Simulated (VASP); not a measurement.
# Be2Ir (P6/mmm) in VASP: a series of runs

Runs on Be2Ir. Level: PBE. Tasks: single point, relaxation of cell and atoms.

Program: VASP 6.6.1. These are calculated values, not measurements. Logs are shortened: lines on timing, memory, paths and dates and some standing lists are left out, and cuts for length are marked.

## 1. The cell of the first run

Symmetry: P6/mmm, No. 191, hexagonal system. The conventional cell has a = 3.060 Å, b = 3.060 Å, c = 3.304 Å, α = 90.00°, β = 90.00°, γ = 120.00°. Be (site symmetry -6m2) has 3 Be at 1.77 Å within 2.3 Å. Ir (site symmetry 6/mmm) has 12 Be at 2.42 Å and 8 Ir at 3.06 to 3.30 Å within 3.4 Å.

## 2. Single point, PBE

Input file INCAR:

```
SYSTEM = Be2Ir
PREC = Accurate
ENCUT = 520
EDIFF = 1E-6
ISMEAR = 0
SIGMA = 0.1
LREAL = .FALSE.
LASPH = .TRUE.
NELM = 80
ALGO = Normal
ISIF = 2
LWAVE = .FALSE.
LCHARG = .FALSE.
GGA = PE
NBANDS = 14
```

Input file KPOINTS:

```
regular mesh
0
G
  6 6 6
  0 0 0
```

Input file POSCAR:

```
Be2Ir
1.0
    3.0602269886      0.0000000000      0.0000000000
   -1.5301134943      2.6502343135      0.0000000000
    0.0000000000      0.0000000000      3.3042317983
Be Ir
2 1
Direct
    0.3333333333      0.6666666667      0.5000000000
    0.6666666667      0.3333333333      0.5000000000
    0.0000000000      0.0000000000      0.0000000000
```

Potentials or basis: VASP PAW PBE potentials, release 64 (Be, Ir).

Started as:

```sh
$ cat potpaw_PBE.64/Be/POTCAR potpaw_PBE.64/Ir/POTCAR > POTCAR
$ mpirun -np 1 vasp_std > vasp.out
```

OUTCAR:

```text
SYSTEM = Be2Ir
   PREC = Accurate
   ENCUT = 520
   EDIFF = 1E-6
   ISMEAR = 0
   LREAL = .FALSE.
   LASPH = .TRUE.
   NELM = 80
   ISIF = 2
   GGA = PE

 ion  position               nearest neighbor table
   1  0.333  0.667  0.500-   2 1.77   2 1.77   2 1.77   3 2.42   3 2.42   3 2.42   3 2.42   3 2.42
                             3 2.42
   2  0.667  0.333  0.500-   1 1.77   1 1.77   1 1.77   3 2.42   3 2.42   3 2.42   3 2.42   3 2.42
                             3 2.42
   3  0.000  0.000  0.000-   1 2.42   2 2.42   1 2.42   2 2.42   2 2.42   2 2.42   1 2.42   1 2.42
                             2 2.42   2 2.42   1 2.42   1 2.42

  LATTYP: Found a hexagonal cell.
 ALAT       =     3.0602269886
 C/A-ratio  =     1.0797342193

  Lattice vectors:

 A1 = (   3.0602269886,   0.0000000000,   0.0000000000)
 A2 = (  -1.5301134943,   2.6502343135,   0.0000000000)
 A3 = (   0.0000000000,   0.0000000000,   3.3042317983)

Analysis of symmetry for initial positions (statically):
=====================================================================
 Subroutine PRICEL returns:
 Original cell was already a primitive cell.

 Routine SETGRP: Setting up the symmetry group for a
 hexagonal supercell.

 Subroutine GETGRP returns: Found 24 space group operations
 (whereof 24 operations were pure point group operations)
 out of a pool of 24 trial point group operations.

The static configuration has the point symmetry D_6h.

Analysis of symmetry for dynamics (positions and initial velocities):
=====================================================================
 Subroutine PRICEL returns:
 Original cell was already a primitive cell.

 Routine SETGRP: Setting up the symmetry group for a
 hexagonal supercell.

 Subroutine GETGRP returns: Found 24 space group operations
 (whereof 24 operations were pure point group operations)
 out of a pool of 24 trial point group operations.

The dynamic configuration has the point symmetry D_6h.

 Subroutine INISYM returns: Found 24 space group operations
 (whereof 24 operations are pure point group operations),
 and found     1 'primitive' translations

----------------------------------------------------------------------------------------

                                     Primitive cell

  volume of cell :      26.7984

  direct lattice vectors                    reciprocal lattice vectors
     3.060226989  0.000000000  0.000000000     0.326773146  0.188662564  0.000000000
    -1.530113494  2.650234313  0.000000000     0.000000000  0.377325127  0.000000000
     0.000000000  0.000000000  3.304231798     0.000000000  0.000000000  0.302642206

  length of vectors
     3.060226989  3.060226989  3.304231798     0.377325127  0.377325127  0.302642206

  position of ions in fractional coordinates (direct lattice)
     0.333333333  0.666666667  0.500000000
     0.666666667  0.333333333  0.500000000
     0.000000000  0.000000000  0.000000000

  ion indices of the primitive-cell ions
   primitive index   ion index
                 1           1
                 2           2
                 3           3

----------------------------------------------------------------------------------------

 KPOINTS: regular mesh

Automatic generation of k-mesh.
 Grid dimensions read from file:
 generate k-points for:    6    6    6

 Generating k-lattice:

  Cartesian coordinates                     Fractional coordinates (reciprocal lattice)
     0.054462191  0.031443761  0.000000000     0.166666667 -0.000000000  0.000000000
     0.000000000  0.062887521  0.000000000     0.000000000  0.166666667  0.000000000
     0.000000000  0.000000000  0.050440368     0.000000000  0.000000000  0.166666667

  Length of vectors
     0.062887521  0.062887521  0.050440368

  Shift w.r.t. Gamma in fractional coordinates (k-lattice)
     0.000000000  0.000000000  0.000000000

 Subroutine IBZKPT returns following result:
 ===========================================

 Found     28 irreducible k-points:

 Following reciprocal coordinates:
            Coordinates               Weight
  0.000000  0.000000  0.000000      1.000000
  0.166667  0.000000  0.000000      6.000000
  0.333333  0.000000  0.000000      6.000000
  0.500000  0.000000  0.000000      3.000000
  0.166667  0.166667  0.000000      6.000000
  0.333333  0.166667  0.000000     12.000000
[... 16 lines left out ...]
  0.166667  0.000000  0.500000      6.000000
  0.333333  0.000000  0.500000      6.000000
 [... further k-points ...]
   k-points           NKPTS =     28   k-points in BZ     NKDIM =     28   number of bands    NBANDS=     14
   number of dos      NEDOS =    301   number of ions     NIONS =      3
   total plane-waves  NPLWV =  16128
   dimension x,y,z NGX =    24 NGY =   24 NGZ =   28
   dimension x,y,z NGXF=    48 NGYF=   48 NGZF=   56
   ions per type =               2   1
   NGX,Y,Z   is equivalent  to a cutoff of  13.04, 13.04, 14.09 a.u.
   NGXF,Y,Z  is equivalent  to a cutoff of  26.08, 26.08, 28.18 a.u.
 SYSTEM =  Be2Ir
   PREC   = accura    normal or accurate (medium, high low for compatibility)
   ISTART =      0    job   : 0-new  1-cont  2-samecut
   ICHARG =      2    charge: 1-file 2-atom 10-const
   ISPIN  =      1    spin polarized calculation?
   LNONCOLLINEAR =      F non collinear calculations
   LSORBIT =      F    spin-orbit coupling
   LASPH  =      T    aspherical Exc in radial PAW
   ENCUT  =  520.0 eV  38.22 Ry    6.18 a.u.   5.69  5.69  6.14*2*pi/ulx,y,z
   NELM   =     80;   NELMIN=  2; NELMDL= -5     # of ELM steps
   EDIFF  = 0.1E-05   stopping-criterion for ELM
   LREAL  =      F    real-space projection
   EDIFFG = 0.1E-04   stopping-criterion for IOM
   NSW    =      0    number of steps for IOM
   IBRION =     -1    ionic relax: 0-MD 1-quasi-New 2-CG
   NFREE  =      0    steps in history (QN), initial steepest desc. (CG)
   ISIF   =      2    stress and relaxation
   ISYM   =      2    0-nonsym 1-usesym 2-fastsym
   POTIM  = 0.5000    time-step for ionic-motion
   TEBEG  =    0.0;   TEEND  =   0.0 temperature during run
   PSTRESS=    0.0 pullay stress
   NELECT =      13.0000    total number of electrons
   NUPDOWN=      -1.0000    fix difference up-down
   EMIN   =  10.00;   EMAX   =-10.00  energy-range for DOS
   EFERMI =   0.00;   METHOD = LEGACY
   ISMEAR =     0;   SIGMA  =   0.10  broadening in eV -4-tet -1-fermi 0-gaus
   EFERMI_NEDOS =   21; number of points for ismear=-14 and -15
   IALGO  =     38    algorithm
   IMIX   =      4    mixing-type and parameters
     AMIX     =   0.40;   BMIX     =  1.00
     AMIX_MAG =   1.60;   BMIX_MAG =  1.00
  volume/ion in A,a.u.               =       8.93        60.28
  Fermi-wavevector in a.u.,A,eV,Ry     =   1.286332  2.430815 22.512887  1.654651
  Thomas-Fermi vector in A             =   2.418413
   LORBIT       =      0    0 simple, 1 ext, 2 COOP (PROOUT), +10 PAW based schemes
   GGA     = PE    functional components
   LHFCALC =     F    Hartree Fock is set to
   AEXX    =    0.0000 exact exchange contribution
   IVDW    =     0    specifies the selected vdW correction
   LEPSILON=     F    determine dielectric tensor
   LRPA    =     F    only Hartree local field effects (RPA)
 non-spin polarized calculation
 Gauss-broadening in eV      SIGMA  =   0.10
  energy-cutoff  :      520.00
  volume of cell :       26.80
 maximum number of plane-waves:       744
 NGX is ok and might be reduce to    24
   NGX = 11   NGY = 11   NGZ = 13

 number of electron      13.0000000 magnetization

 Free energy of the ion-electron system (eV)
  ---------------------------------------------------
  ext. energy  EPLUGINS =         0.00000000
  ---------------------------------------------------
  free energy    TOTEN  =       -15.59479214 eV

  energy without entropy =      -15.59001688  energy(sigma->0) =      -15.59240451

 E-fermi :   9.6606     XC(G=0): -12.7218

 val. band max:        9.5849490800   @ k =   0.3333   0.1667   0.3333
 cond. band min:       9.8475551038   @ k =   0.3333   0.1667   0.1667
 fundamental gap:      0.2626060238
 Fermi energy:         9.6606413916

 k-point     1 :       0.0000    0.0000    0.0000
  band No.  band energies     occupation
      1      -2.1148      2.00000
      2       4.1682      2.00000
      3       5.4239      2.00000
      4       5.4239      2.00000
      5       7.8541      2.00000
      6       7.8541      2.00000
      7       8.5382      2.00000
      8      14.7727      0.00000
      9      14.7727      0.00000
     10      16.7626      0.00000
     11      16.7626      0.00000
     12      19.6997      0.00000
     13      19.9739      0.00000
     14      23.2601      0.00000

 k-point     2 :       0.1667    0.0000    0.0000
  band No.  band energies     occupation
      1      -1.5545      2.00000
      2       4.4446      2.00000
      3       4.9232      2.00000
      4       5.9341      2.00000
      5       6.0701      2.00000
      6       7.7050      2.00000
      7      10.9652      0.00000
      8      12.3843      0.00000
      9      12.6376      0.00000
     10      18.3894      0.00000
     11      19.8773      0.00000
     12      20.0704      0.00000
     13      20.8991      0.00000
     14      21.2929      0.00000

 k-point     3 :       0.3333    0.0000    0.0000
  band No.  band energies     occupation
      1      -0.1862      2.00000
      2       4.0720      2.00000
      3       4.7433      2.00000
      4       4.8005      2.00000
      5       7.2585      2.00000
      6       7.4223      2.00000
      7      10.4682      0.00000
      8      10.5589      0.00000
      9      13.6297      0.00000
     10      18.3279      0.00000
     11      19.0128      0.00000
     12      20.1132      0.00000
     13      23.2200      0.00000
     14      24.7400      0.00000
[... 324 lines left out ...]
 k-point    23 :       0.1667    0.0000    0.5000
  band No.  band energies     occupation
      1       1.1922      2.00000
      2       1.8096      2.00000
      3       5.7290      2.00000
      4       5.8598      2.00000
      5       5.9811      2.00000
      6       6.8298      2.00000
      7       8.0827      2.00000
      8      12.7645      0.00000
      9      13.1478      0.00000
     10      18.8437      0.00000
     11      20.7353      0.00000
     12      22.8865      0.00000
     13      23.3213      0.00000
     14      24.9860      0.00000

 k-point    24 :       0.3333    0.0000    0.5000
  band No.  band energies     occupation
      1       1.7455      2.00000
      2       2.8797      2.00000
      3       4.9164      2.00000
      4       5.0382      2.00000
      5       5.4285      2.00000
      6       8.1989      2.00000
      7       8.4320      2.00000
      8      13.8582      0.00000
      9      14.3216      0.00000
     10      15.5207      0.00000
     11      18.9589      0.00000
     12      21.2852      0.00000
     13      22.3877      0.00000
     14      25.6670      0.00000

 [... further k-points ...]
[... 5 lines left out ...]
  --------------------------------------------------------------------------------------
  -------------------------------------------------------------------------------------
  Total        7.8775083      7.8775083     -0.0758998     -0.0000000     -0.0000000      0.0000000
  in kB      470.9675980    470.9675980     -4.5377714     -0.0000000     -0.0000000      0.0000000
  external PRESSURE =     312.4658082 kB  Pullay stress =       0.0000000 kB

 VOLUME and BASIS-vectors are now :
 -----------------------------------------------------------------------------
  energy-cutoff  :      520.00
  volume of cell :       26.80
      direct lattice vectors                 reciprocal lattice vectors
     3.060226989  0.000000000  0.000000000     0.326773146  0.188662564  0.000000000
    -1.530113494  2.650234313  0.000000000     0.000000000  0.377325127  0.000000000
     0.000000000  0.000000000  3.304231798     0.000000000  0.000000000  0.302642206

 POSITION                                       TOTAL-FORCE (eV/Angst)
 -----------------------------------------------------------------------------------
     -0.00000      1.76682      1.65212        -0.000000      0.000000      0.000000
      1.53011      0.88341      1.65212         0.000000      0.000000     -0.000000
      0.00000      0.00000      0.00000         0.000000      0.000000      0.000000
 -----------------------------------------------------------------------------------
    total drift:                               -0.000000      0.000000     -0.000000

  FREE ENERGIE OF THE ION-ELECTRON SYSTEM (eV)
  ---------------------------------------------------
  free  energy   TOTEN  =       -15.5947921362 eV

  energy  without entropy=      -15.5900168835  energy(sigma->0) =      -15.59240451
```

Run time: 13 s. Hardware: 1 thread of Intel Xeon 8259CL, shared host; peak memory 0.15 GiB.

Results:

| Quantity | Value |
| --- | --- |
| Free energy | -15.5948 eV |
| Pressure | 31.2 GPa |
| Band gap on the k mesh | zero (an odd number of electrons rules out a gap without spin polarisation) |

Caveat: the k points lie up to 0.40 Å⁻¹ apart, too coarse for converged energies and pressures of a metal; spin-orbit coupling is left out, which moves the levels of the heavy elements.

## 3. Single point, PBE

This run uses another cell than the first one, of 10.07 Å³/atom.

INCAR: that of step 2 with these lines changed.

```diff
@@ -8,3 +8,3 @@
 LASPH = .TRUE.
-NELM = 80
+NELM = 100
 ALGO = Normal
```

KPOINTS is that of step 2.

Input file POSCAR:

```
Be2Ir
1.0
    3.6144775762      0.0000000000      0.0000000000
   -1.8072387881      3.1302294024      0.0000000000
    0.0000000000      0.0000000000      2.6712619587
Be Ir
2 1
Direct
    0.3333333333      0.6666666667      0.5000000000
    0.6666666667      0.3333333333      0.5000000000
    0.0000000000      0.0000000000      0.0000000000
```

Potentials or basis: VASP PAW PBE potentials, release 64 (Be, Ir).

Started as:

```sh
$ cat potpaw_PBE.64/Be/POTCAR potpaw_PBE.64/Ir/POTCAR > POTCAR
$ mpirun -np 1 vasp_std > vasp.out
```

Run time: 20 s. Hardware: 1 thread of Intel Xeon 8259CL, shared host; peak memory 0.15 GiB.

It converged, with:

| Item | Value |
| --- | --- |
| Free energy | -17.8985 eV |
| Pressure | 0.4 GPa |
| Band gap on the k mesh | zero (an odd number of electrons rules out a gap without spin polarisation) |

Stress tensor (GPa, compression positive):
```
0.47 0.00 0.00
0.00 0.47 0.00
0.00 0.00 0.14
```

Levels at points of the mesh, in eV from the Fermi level:
```
           k point  band 3  band 4  band 5  band 6  band 7  band 8  band 9  band 10
(0.00, 0.00, 0.00)   -4.76   -4.76   -0.54   -0.54    3.92    3.92    5.89     6.00
(0.50, 0.00, 0.00)   -5.23   -1.95   -1.81   -1.78   -1.46   -0.68    8.30     9.95
(0.00, 0.00, 0.50)   -4.43   -4.43   -2.57   -2.57    2.43    2.43    3.11     5.30
(0.50, 0.00, 0.50)   -4.79   -2.69   -2.35   -1.18   -0.45    4.65    5.45     5.85
```

Caveat: the k points lie up to 0.39 Å⁻¹ apart, too coarse for converged energies and pressures of a metal; spin-orbit coupling is left out, which moves the levels of the heavy elements.

(Continued in part 2 of 3.)

The gap in the log of VASP goes by the Fermi energy; the results here count the filled bands.